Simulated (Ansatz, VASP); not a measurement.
# MgO: VASP beside Ansatz

```
CELL_PARAMETERS angstrom
0.00000 2.19575 2.19575
2.19575 0.00000 2.19575
2.19575 2.19575 0.00000
ATOMIC_POSITIONS crystal
Mg 0.00000 0.00000 0.00000
O 0.50000 0.50000 0.50000
```

Alike in both runs: task single point; functional PBE; k mesh 7 × 7 × 7; occupations fermi-dirac, width 0.1 eV; no spin polarisation.

|  | VASP | Ansatz |
| --- | --- | --- |
| version | VASP 6.6.1 | Ansatz 0.2.0 |
| potentials or method | VASP PAW PBE potentials, release 64 (Mg, O), cutoff 600 eV | PAW, plane waves, scalar-relativistic |
| valence electrons in the cell | 8 | 16 |

```csv
,VASP,Ansatz,Ansatz less VASP
pressure (GPa),-12.7,-11.7,+0.96
```

With one functional, cell and mesh, what is left measures potentials, basis and numerics. VASP's potentials hold 8 valence electrons a cell and Ansatz's 16, so a difference there can come from the potentials and not from the codes.
